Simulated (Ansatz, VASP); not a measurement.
**B2Se in VASP and in Ansatz**

Contents of INCAR:

```
SYSTEM = B2Se
ALGO = Normal
EDIFF = 1E-6
ENCUT = 520
GGA = PE
ISIF = 2
ISMEAR = 0
LASPH = .TRUE.
LCHARG = .TRUE.
LELF = .TRUE.
LREAL = .FALSE.
LVHAR = .TRUE.
LWAVE = .FALSE.
NBANDS = 13
NELM = 100
PREC = Accurate
SIGMA = 0.1
```

File KPOINTS:

```
k-points
0
G
  6 6 4
  0 0 0
```

Contents of POSCAR:

```
B2Se
1.0
    2.7575942300      0.0000000000      0.0000000000
    0.0000000000      2.7575942300      0.0000000000
    0.0000000000      0.0000000000      5.8559654800
B Se
2 1
Direct
    0.0000000000      0.0000000000      0.7914335100
    0.0000000000      0.0000000000      0.2085664900
    0.0000000000      0.0000000000      0.5000000000
```

Input for Ansatz:

```yaml
crystal:
  lattice:
    - [2.75759423, 0.0, 0.0]
    - [0.0, 2.75759423, 0.0]
    - [0.0, 0.0, 5.85596548]
  atoms:
    - { symbol: B, position: [0.0, 0.0, 0.79143351] }
    - { symbol: B, position: [0.0, 0.0, 0.20856649] }
    - { symbol: Se, position: [0.0, 0.0, 0.5] }
basis:
  ecutwfc: 420
kpoints:
  mp_grid: { grid: [6, 6, 4] }
hamiltonian:
  xc: pbe
scf:
  occupations: { method: gaussian, width: 0.1 }
  lower_state_search: "off"
output:
  forces: true
  stress: true
  eigenvalues: true
```

Alike in both runs: task single point; functional PBE; k mesh 6 × 6 × 4; occupations gaussian, width 0.1 eV; no spin polarisation.

```csv
,VASP,Ansatz
version,VASP 6.6.1,Ansatz 0.2.0
potentials or method,"VASP PAW PBE potentials, release 64 (B, Se), cutoff 520 eV","scalar-relativistic, plane waves, PAW"
valence electrons in the cell,12,22
```

```tsv
	VASP	Ansatz	Ansatz less VASP
gap on the k mesh at the Fermi level (eV)	none	none	-
pressure (GPa)	21.2	20.6	-0.62
traceless stress, the component that is largest in VASP (GPa)	36.80	35.69	-1.111
rms of the force components (eV/Å)	3.609	3.538	-0.0707
```

Atom by atom the forces differ by 0.071 eV/Å (rms over components). A gap of «none» marks a metal or a gap that the smearing closes. VASP's potentials hold 12 valence electrons a cell and Ansatz's 22, so a difference there can come from the potentials and not from the codes.

The k mesh is coarse, so the values compare programs but aren't converged.
